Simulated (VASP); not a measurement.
# SiC in VASP: a series of runs

The runs below take SiC through single point, with r2SCAN, HSE06.

All numbers are computed with VASP 6.6.1; they aren't measurements. Logs are shortened: lines on timing, memory, paths and dates and some standing lists are left out, and cuts for length are marked.

### 1 The cell of the first run

Symmetry: Cmc2_1, No. 36, orthorhombic system. Conventional cell: a = 3.075 Å, b = 5.437 Å, c = 5.048 Å, α = 90.00°, β = 90.00°, γ = 90.00°. Si (site symmetry m) has 4 C at 1.89 to 1.91 Å within 2.5 Å. Within 2.5 Å of C (site symmetry m) lie 4 Si at 1.89 to 1.91 Å.

### 2 Single point, r2SCAN (uniaxial y strain +2.1%)

POSCAR

```
SiC
1.0
    3.0753564100      0.0000000000      0.0000000000
   -1.5376782050      2.7184678480      0.0000000000
    0.0000000000      0.0000000000      5.0481087359
Si C
2 2
Direct
    0.3334038428      0.6668076856      0.4991215363
    0.6665961572      0.3331923144      0.9991215363
    0.3348616427      0.6697232855      0.8758784637
    0.6651383573      0.3302767145      0.3758784637
```

INCAR.step1

```
SYSTEM = SiC
PREC = Accurate
ENCUT = 520
ISMEAR = 0
SIGMA = 0.01
LREAL = .False.
LASPH = .True.
NELM = 60
NBANDS = 16
GGA = PE
ALGO = Normal
EDIFF = 1E-4
LWAVE = .True.
LCHARG = .False.
```

INCAR.step2

```
SYSTEM = SiC
PREC = Accurate
ENCUT = 520
EDIFF = 1E-6
ISMEAR = 0
SIGMA = 0.01
LREAL = .False.
LASPH = .True.
NELM = 60
ALGO = Normal
ISIF = 2
LWAVE = .False.
LCHARG = .True.
METAGGA = R2SCAN
LMIXTAU = .True.
LELF = .True.
LVHAR = .True.
NBANDS = 16
ISTART = 1
```

KPOINTS

```
regular mesh
0
Gamma
  12 12 6
  0 0 0
```

Potentials or basis: VASP PAW PBE potentials, release 64 (Si, C).

The run is started by

```bash
cat potpaw_PBE.64/Si/POTCAR potpaw_PBE.64/C/POTCAR > POTCAR
cp INCAR.step1 INCAR
mpirun -np 1 vasp_std > vasp.out
cp INCAR.step2 INCAR
mpirun -np 1 vasp_std > vasp.out
```

OUTCAR:

```text
SYSTEM = SiC
   PREC = Accurate
   ENCUT = 520
   EDIFF = 1E-6
   ISMEAR = 0
   LREAL = .False.
   LASPH = .True.
   NELM = 60
   ISIF = 2
   METAGGA = R2SCAN
   ISTART = 1

 ion  position               nearest neighbor table
   1  0.333  0.667  0.499-   4 1.89   4 1.89   3 1.90   4 1.91   2 3.09   2 3.09   2 3.09   2 3.09
                             2 3.11   2 3.11
   2  0.667  0.333  0.999-   3 1.89   3 1.89   4 1.90   3 1.91   1 3.09   1 3.09   1 3.09   1 3.09
                             1 3.11   1 3.11
   3  0.335  0.670  0.876-   2 1.89   2 1.89   1 1.90   2 1.91
   4  0.665  0.330  0.376-   1 1.89   1 1.89   2 1.90   1 1.91

  LATTYP: Found a base centered orthorhombic cell.
 ALAT       =     3.0753564100
 B/A-ratio  =     1.7679042593
 C/A-ratio  =     1.6414711217

  Lattice vectors:

 A1 = (   1.5376782050,  -2.7184678480,   0.0000000000)
 A2 = (   1.5376782050,   2.7184678480,   0.0000000000)
 A3 = (   0.0000000000,   0.0000000000,   5.0481087359)

Analysis of symmetry for initial positions (statically):
=====================================================================
 Subroutine PRICEL returns:
 Original cell was already a primitive cell.

 Routine SETGRP: Setting up the symmetry group for a
 base centered orthorhombic supercell.

 Subroutine GETGRP returns: Found  4 space group operations
 (whereof  2 operations were pure point group operations)
 out of a pool of  8 trial point group operations.

The static configuration has the point symmetry C_1h.
 The point group associated with its full space group is C_2v.

Analysis of symmetry for dynamics (positions and initial velocities):
=====================================================================
 Subroutine PRICEL returns:
 Original cell was already a primitive cell.

 Routine SETGRP: Setting up the symmetry group for a
 base centered orthorhombic supercell.

 Subroutine GETGRP returns: Found  4 space group operations
 (whereof  2 operations were pure point group operations)
 out of a pool of  8 trial point group operations.

The dynamic configuration has the point symmetry C_1h.
 The point group associated with its full space group is C_2v.

 Subroutine INISYM returns: Found  4 space group operations
 (whereof  2 operations are pure point group operations),
 and found     1 'primitive' translations

----------------------------------------------------------------------------------------

                                     Primitive cell

  volume of cell :      42.2035

  direct lattice vectors                    reciprocal lattice vectors
     3.075356410  0.000000000  0.000000000     0.325165563  0.183927134  0.000000000
    -1.537678205  2.718467848  0.000000000     0.000000000  0.367854268  0.000000000
     0.000000000  0.000000000  5.048108736     0.000000000  0.000000000  0.198093990

  length of vectors
     3.075356410  3.123222967  5.048108736     0.373579756  0.367854268  0.198093990

  position of ions in fractional coordinates (direct lattice)
     0.333403843  0.666807686  0.499121536
     0.666596157  0.333192314  0.999121536
     0.334861643  0.669723285  0.875878464
     0.665138357  0.330276715  0.375878464

  ion indices of the primitive-cell ions
   primitive index   ion index
                 1           1
                 2           2
                 3           3
                 4           4

----------------------------------------------------------------------------------------

 KPOINTS: regular mesh

Automatic generation of k-mesh.
 Grid dimensions read from file:
 generate k-points for:   12   12    6

 Generating k-lattice:

  Cartesian coordinates                     Fractional coordinates (reciprocal lattice)
     0.027097130  0.015327261  0.000000000     0.083333333  0.000000000  0.000000000
     0.000000000  0.030654522  0.000000000     0.000000000  0.083333333  0.000000000
     0.000000000  0.000000000  0.033015665     0.000000000  0.000000000  0.166666667

  Length of vectors
     0.031131646  0.030654522  0.033015665

  Shift w.r.t. Gamma in fractional coordinates (k-lattice)
     0.000000000  0.000000000  0.000000000

 Subroutine IBZKPT returns following result:
 ===========================================

 Found    172 irreducible k-points:

 Following reciprocal coordinates:
            Coordinates               Weight
  0.000000  0.000000  0.000000      1.000000
  0.083333  0.000000  0.000000      4.000000
  0.166667  0.000000  0.000000      4.000000
  0.250000  0.000000  0.000000      4.000000
  0.333333  0.000000  0.000000      4.000000
  0.416667  0.000000  0.000000      4.000000
[... 16 lines left out ...]
  0.333333  0.166667  0.000000      4.000000
  0.416667  0.166667  0.000000      4.000000
 [... further k-points ...]
   k-points           NKPTS =    172   k-points in BZ     NKDIM =    172   number of bands    NBANDS=     16
   number of dos      NEDOS =    301   number of ions     NIONS =      4
   total plane-waves  NPLWV =  23040
   dimension x,y,z NGX =    24 NGY =   24 NGZ =   40
   dimension x,y,z NGXF=    48 NGYF=   48 NGZF=   80
   ions per type =               2   2
   NGX,Y,Z   is equivalent  to a cutoff of  12.97, 12.77, 13.17 a.u.
   NGXF,Y,Z  is equivalent  to a cutoff of  25.95, 25.55, 26.35 a.u.
 SYSTEM =  SiC
   PREC   = accura    normal or accurate (medium, high low for compatibility)
   ISTART =      1    job   : 0-new  1-cont  2-samecut
   ICHARG =      0    charge: 1-file 2-atom 10-const
   ISPIN  =      1    spin polarized calculation?
   LNONCOLLINEAR =      F non collinear calculations
   LSORBIT =      F    spin-orbit coupling
   LASPH  =      T    aspherical Exc in radial PAW
   ENCUT  =  520.0 eV  38.22 Ry    6.18 a.u.   5.72  5.81  9.39*2*pi/ulx,y,z
   NELM   =     60;   NELMIN=  2; NELMDL=  0     # of ELM steps
   EDIFF  = 0.1E-05   stopping-criterion for ELM
   LREAL  =      F    real-space projection
   EDIFFG = 0.1E-04   stopping-criterion for IOM
   NSW    =      0    number of steps for IOM
   IBRION =     -1    ionic relax: 0-MD 1-quasi-New 2-CG
   NFREE  =      0    steps in history (QN), initial steepest desc. (CG)
   ISIF   =      2    stress and relaxation
   ISYM   =      2    0-nonsym 1-usesym 2-fastsym
   POTIM  = 0.5000    time-step for ionic-motion
   TEBEG  =    0.0;   TEEND  =   0.0 temperature during run
   PSTRESS=    0.0 pullay stress
   NELECT =      16.0000    total number of electrons
   NUPDOWN=      -1.0000    fix difference up-down
   EMIN   =  10.00;   EMAX   =-10.00  energy-range for DOS
   EFERMI =   0.00;   METHOD = LEGACY
   ISMEAR =     0;   SIGMA  =   0.01  broadening in eV -4-tet -1-fermi 0-gaus
   EFERMI_NEDOS =   21; number of points for ismear=-14 and -15
   IALGO  =     38    algorithm
   IMIX   =      4    mixing-type and parameters
     AMIX     =   0.40;   BMIX     =  1.00
     AMIX_MAG =   1.60;   BMIX_MAG =  1.00
  volume/ion in A,a.u.               =      10.55        71.20
  Fermi-wavevector in a.u.,A,eV,Ry     =   1.184855  2.239052 19.100980  1.403882
  Thomas-Fermi vector in A             =   2.321061
   LORBIT       =      0    0 simple, 1 ext, 2 COOP (PROOUT), +10 PAW based schemes
   METAGGA = R2SCAN    functional components
   LHFCALC =     F    Hartree Fock is set to
   AEXX    =    0.0000 exact exchange contribution
   IVDW    =     0    specifies the selected vdW correction
   LEPSILON=     F    determine dielectric tensor
   LRPA    =     F    only Hartree local field effects (RPA)
 non-spin polarized calculation
 Gauss-broadening in eV      SIGMA  =   0.01
  energy-cutoff  :      520.00
  volume of cell :       42.20
 maximum number of plane-waves:      1152
   NGX = 11   NGY = 11   NGZ = 19

 number of electron      16.0000001 magnetization

 Free energy of the ion-electron system (eV)
  ---------------------------------------------------
  ext. energy  EPLUGINS =         0.00000000
  ---------------------------------------------------
  free energy    TOTEN  =       -38.60845176 eV

  energy without entropy =      -38.60845176  energy(sigma->0) =      -38.60845176

 E-fermi :   8.0796     XC(G=0): -11.8369

 val. band max:        7.9806838801   @ k =   0.0000   0.0000   0.0000
 cond. band min:      10.6547951207   @ k =   0.3333   0.3333   0.0000
 fundamental gap:      2.6741112405
 Fermi energy:         8.0795605050

 k-point     1 :       0.0000    0.0000    0.0000
  band No.  band energies     occupation
      1      -8.2741      2.00000
      2      -4.6452      2.00000
      3      -0.9272      2.00000
      4       6.3521      2.00000
      5       6.5835      2.00000
      6       7.8079      2.00000
[... 8 lines left out ...]
     15      17.4302      0.00000
     16      19.6004      0.00000

 k-point     2 :       0.0833    0.0000    0.0000
  band No.  band energies     occupation
      1      -8.1509      2.00000
      2      -4.5419      2.00000
      3      -0.8144      2.00000
      4       5.8221      2.00000
      5       6.2073      2.00000
      6       7.4439      2.00000
[... 8 lines left out ...]
     15      17.6059      0.00000
     16      18.9232      0.00000

 k-point     3 :       0.1667    0.0000    0.0000
  band No.  band energies     occupation
      1      -7.7846      2.00000
      2      -4.2428      2.00000
      3      -0.4859      2.00000
      4       4.3354      2.00000
      5       5.6937      2.00000
      6       6.3002      2.00000
[... 8 lines left out ...]
     15      18.0475      0.00000
     16      18.3094      0.00000
[... 362 lines left out ...]
 k-point    23 :       0.3333    0.1667    0.0000
  band No.  band energies     occupation
      1      -5.2139      2.00000
      2      -3.1332      2.00000
      3       0.3270      2.00000
      4       1.8711      2.00000
      5       2.4429      2.00000
      6       3.0929      2.00000
[... 8 lines left out ...]
     15      19.5569      0.00000
     16      20.4246      0.00000

 k-point    24 :       0.4167    0.1667    0.0000
  band No.  band energies     occupation
      1      -4.6175      2.00000
      2      -3.4088      2.00000
      3       0.3427      2.00000
      4       1.6579      2.00000
      5       2.3711      2.00000
      6       3.1324      2.00000
[... 8 lines left out ...]
     15      19.4635      0.00000
     16      20.7758      0.00000

 [... further k-points ...]

------------------------ aborting loop because EDIFF is reached ----------------------------------------

  FORCE on cell =-STRESS in cart. coord.  units (eV):
  Direction    XX          YY          ZZ          XY          YZ          ZX
  --------------------------------------------------------------------------------------
  -------------------------------------------------------------------------------------
  Total       -0.5563575     -2.8401790     -0.2874465      0.0000000      0.0000000      0.0000000
  in kB      -21.1210815   -107.8221363    -10.9123742      0.0000000      0.0000000      0.0000000
  external PRESSURE =     -46.6185307 kB  Pullay stress =       0.0000000 kB

 VOLUME and BASIS-vectors are now :
 -----------------------------------------------------------------------------
  energy-cutoff  :      520.00
  volume of cell :       42.20
      direct lattice vectors                 reciprocal lattice vectors
     3.075356410  0.000000000  0.000000000     0.325165563  0.183927134  0.000000000
    -1.537678205  2.718467848  0.000000000     0.000000000  0.367854268  0.000000000
     0.000000000  0.000000000  5.048108736     0.000000000  0.000000000  0.198093990

 POSITION                                       TOTAL-FORCE (eV/Angst)
 -----------------------------------------------------------------------------------
      0.00000      1.81270      2.51962         0.000000     -0.000226      0.001791
      1.53768      0.90577      5.04367         0.000000      0.000226      0.001791
     -0.00000      1.82062      4.42153         0.000000     -0.000016     -0.001791
      1.53768      0.89785      1.89748        -0.000000      0.000016     -0.001791
 -----------------------------------------------------------------------------------
    total drift:                               -0.000000     -0.000000      0.000451

  FREE ENERGIE OF THE ION-ELECTRON SYSTEM (eV)
  ---------------------------------------------------
  free  energy   TOTEN  =       -38.6084517632 eV

  energy  without entropy=      -38.6084517632  energy(sigma->0) =      -38.60845176
```

Run time: 5.8 min. Hardware: 1 thread of Intel Xeon 8259CL, shared host; peak memory 0.23 GiB.

What came out:

* Free energy: -38.6085 eV
* Pressure: -4.7 GPa
* Band gap on the k mesh: 2.67 eV (least direct gap 4.30 eV)

Caveat: the cell differs from its parent crystal (uniaxial y strain +2.1%); the cell stands under tension; the PAW data sets were made with another functional, which shifts forces and pressure a little.

### 3 Single point, HSE06 (uniaxial x strain -5.8%)

POSCAR

```
SiC
1.0
    2.8979083451      0.0000000000      0.0000000000
   -1.4489541726      2.6633367767      0.0000000000
    0.0000000000      0.0000000000      5.0481087359
Si C
2 2
Direct
    0.3342078145      0.6684156290      0.5013491940
    0.6657921855      0.3315843710      1.0013491940
    0.3382966781      0.6765933563      0.8736508060
    0.6617033219      0.3234066437      0.3736508060
```

INCAR.step1

```
SYSTEM = SiC
  PREC = Accurate
  ENCUT = 520
  EDIFF = 1E-5
  ISMEAR = 0
  SIGMA = 0.01
  LREAL = .False.
  LASPH = .True.
  NELM = 100
  ALGO = Normal
  ISIF = 2
  LWAVE = .True.
  LCHARG = .False.
  GGA = PE
  NBANDS = 16
```

INCAR.step2

```
SYSTEM = SiC
  PREC = Accurate
  ENCUT = 520
  EDIFF = 1E-6
  ISMEAR = 0
  SIGMA = 0.01
  LREAL = .False.
  LASPH = .True.
  NELM = 100
  ALGO = Normal
  ISIF = 2
  LWAVE = .False.
  LCHARG = .False.
  GGA = PE
  LHFCALC = .True.
  HFSCREEN = 0.2079
  PRECFOCK = Normal
  ISTART = 1
  NBANDS = 16
```

KPOINTS

```
regular mesh
0
Gamma
  6 6 4
  0 0 0
```

Potentials or basis: VASP PAW PBE potentials, release 64 (Si, C).

The run is started by

```bash
cat potpaw_PBE.64/Si/POTCAR potpaw_PBE.64/C/POTCAR > POTCAR
cp INCAR.step1 INCAR
mpirun -np 1 vasp_std > vasp.out
cp INCAR.step2 INCAR
mpirun -np 1 vasp_std > vasp.out
```

It took 28 min on 1 thread of Intel Xeon Platinum 8488C (Sapphire Rapids), shared host; peak memory 0.27 GiB.

It converged, with:

| Item | Value |
| --- | --- |
| Free energy | -34.5977 eV |
| Pressure | 13.7 GPa |
| Largest force | 0.010 eV/Å |
| Band gap on the k mesh | 2.47 eV (least direct gap 5.31 eV) |

Forces in eV/Å, atoms in the order of the input:
```
Si   0.000  0.003 -0.008
Si   0.000 -0.003 -0.008
C    0.000  0.006  0.008
C    0.000 -0.006  0.008
```

Stress tensor (GPa, compression positive):
```
34.21  0.00  0.00
 0.00  5.57  0.00
 0.00  0.00  1.35
```

Levels at points of the mesh, in eV from the valence-band top:
```
           k point  band 6  band 7  band 8  band 9  band 10  band 11
(0.00, 0.00, 0.00)   -0.81   -0.64    0.00    6.11     6.96     8.09
(0.50, 0.00, 0.00)   -4.38   -4.00   -2.03    3.28     4.47     7.80
(0.00, 0.50, 0.00)   -4.37   -3.33   -1.16    4.52     4.95     9.06
(0.00, 0.00, 0.50)   -1.43   -0.67   -0.67    7.10     7.10     8.76
(0.50, 0.00, 0.50)   -3.40   -3.15   -3.15    3.73     3.73     6.03
(0.00, 0.50, 0.50)   -3.33   -2.42   -2.42    3.95     3.95     6.66
```

Caveat: the cell differs from its parent crystal (uniaxial x strain -5.8%); the cell stands under pressure; the PAW data sets were made with another functional, which shifts forces and pressure a little. A k mesh can miss the band edges.

### 4 Single point, HSE06

This run uses another cell than the first one, of 10.34 Å³/atom.

POSCAR

```
SiC
1.0
    3.0753564100      0.0000000000      0.0000000000
   -1.5376782050      2.6633367767      0.0000000000
    0.0000000000      0.0000000000      5.0481087359
Si C
2 2
Direct
    0.3333333333      0.6666666667      0.4995917744
    0.6666666667      0.3333333333      0.9995917744
    0.3333333333      0.6666666667      0.8754082256
    0.6666666667      0.3333333333      0.3754082256
```

INCAR.step1

```
PREC = Accurate
ENCUT = 520
EDIFF = 1E-5
ISMEAR = 0
SIGMA = 0.01
LREAL = False
LASPH = True
NELM = 80
ALGO = Normal
ISIF = 2
LWAVE = True
LCHARG = False
GGA = PE
NBANDS = 16
```

INCAR.step2

```
PREC = Accurate
ENCUT = 520
EDIFF = 1E-6
ISMEAR = 0
SIGMA = 0.01
LREAL = False
LASPH = True
NELM = 80
ALGO = Normal
ISIF = 2
LWAVE = False
LCHARG = False
GGA = PE
LHFCALC = True
HFSCREEN = 0.2079
PRECFOCK = Normal
ISTART = 1
NBANDS = 16
```

KPOINTS

```
regular mesh
0
Gamma
  6 6 4
```

The run is started by

```bash
cat potpaw_PBE.64/Si/POTCAR potpaw_PBE.64/C/POTCAR > POTCAR
cp INCAR.step1 INCAR
mpirun -np 1 vasp_std > vasp.out
cp INCAR.step2 INCAR
mpirun -np 1 vasp_std > vasp.out
```

It took 23 min on 1 thread of Intel Xeon Platinum 8488C (Sapphire Rapids), shared host; peak memory 0.26 GiB.

The run converged. Its results:

```
Free energy            : -34.8302 eV
Pressure               : -1.6 GPa
Largest force          : 0.018 eV/Å
Band gap on the k mesh : 3.16 eV (least direct gap 5.06 eV)
```

Forces in eV/Å, atoms in the order of the input:
```
Si   0.000  0.000 -0.018
Si   0.000  0.000 -0.018
C    0.000  0.000  0.018
C    0.000  0.000  0.018
```

Stress tensor (GPa, compression positive):
```
-1.41  0.00  0.00
 0.00 -1.41  0.00
 0.00  0.00 -1.86
```

Levels at points of the mesh, in eV from the valence-band top:
```
           k point  band 6  band 7  band 8  band 9  band 10  band 11
(0.00, 0.00, 0.00)   -0.12    0.00    0.00    5.97     7.48     7.89
(0.50, 0.00, 0.00)   -3.66   -3.52   -1.33    3.74     5.26     8.12
(0.00, 0.00, 0.50)   -0.79   -0.79   -0.79    7.12     7.12     8.62
(0.50, 0.00, 0.50)   -2.69   -2.55   -2.55    4.28     4.28     6.37
```

Caveat: the PAW data sets were made with another functional, which shifts forces and pressure a little. A k mesh can miss the band edges.

### 5 The runs side by side

```csv
level,cell,k mesh,grid for exact exchange (PRECFOCK),share of exact exchange,screening parameter,gap on the mesh (eV),pressure (GPa),largest force (eV/Å)
r2SCAN,"a = 3.075, b = 3.123, c = 5.048 Å, angles 90.0, 90.0, 119.5°, 4 atoms, atomic positions A",12 × 12 × 6,-,-,-,2.67,-4.7,-
HSE06,"a = 2.898, b = 3.032, c = 5.048 Å, angles 90.0, 90.0, 118.5°, 4 atoms, atomic positions B",6 × 6 × 4,Normal,0.25,0.2079 1/Å,2.47,13.7,0.01
HSE06,"a = 3.075, b = 3.075, c = 5.048 Å, angles 90.0, 90.0, 120.0°, 4 atoms, atomic positions C",6 × 6 × 4,Normal,0.25,0.2079 1/Å,3.16,-1.6,0.02
```

Alike in all rows: task single point; potentials or basis VASP PAW PBE potentials, release 64 (Si, C); no spin polarisation; cutoff (eV) 520; smearing gaussian 0.01 eV.

Caveats: the PAW data sets were made with another functional, which shifts forces and pressure a little; the cell stands under tension (at least some runs); the cell stands under pressure (at least some runs).

Absolute energies hang on the potentials; compare differences alone.
